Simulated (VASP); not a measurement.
Set up this calculation in VASP 6.6.1, as the native input.

| Property | Result |
| --- | --- |
| Task | single point |
| Functional | PBEsol |
| Potentials or basis | VASP PAW PBE potentials, release 64 (Ga_d, As) |
| Cutoff | 520 eV |
| k mesh | 8 × 8 × 8 |
| Occupations | gaussian, width 0.01 eV |
| Spin | no spin polarisation |
| Dipole correction | no |
| Further INCAR settings | ALGO = Normal; EDIFF = 1e-06; NBANDS = 16 |

The structure of GaAs lies in POSCAR:

```
GaAs
1.0
    0.0000000000      2.8161400502      2.8161400502
    2.8161400502      0.0000000000      2.8161400502
    2.8161400502      2.8161400502      0.0000000000
Ga As
1 1
Direct
    0.0000000000      0.0000000000      0.0000000000
    0.7500000000      0.7500000000      0.7500000000
```

These files were run (other wordings do the same):

INCAR

```
ALGO = Normal ; EDIFF = 1E-6
ENCUT = 520 ; GGA = PS
ISIF = 2 ; ISMEAR = 0
LASPH = True ; LCHARG = True
LELF = True ; LREAL = False
LVHAR = True ; LWAVE = False
NBANDS = 16 ; NELM = 80
PREC = Accurate ; SIGMA = 0.01
```

KPOINTS

```
k-points
0
Gamma
  8 8 8
```

Potentials or basis: VASP PAW PBE potentials, release 64 (Ga_d, As).

Run with:

```bash
$ cat potpaw_PBE.64/Ga_d/POTCAR potpaw_PBE.64/As/POTCAR > POTCAR
$ mpirun -np 1 vasp_std > vasp.out
```

Results of the run:

```yaml
Pressure: 1.2 GPa
Band_gap_on_the_k_mesh: 0.54 eV, direct
```

Caveat: the PAW data sets were made with another functional, which shifts forces and pressure a little.

Run time: 11 s on 1 thread of AMD EPYC 9R45 96-Core Processor (Zen 5), on a shared host, peak memory 0.14 GiB.
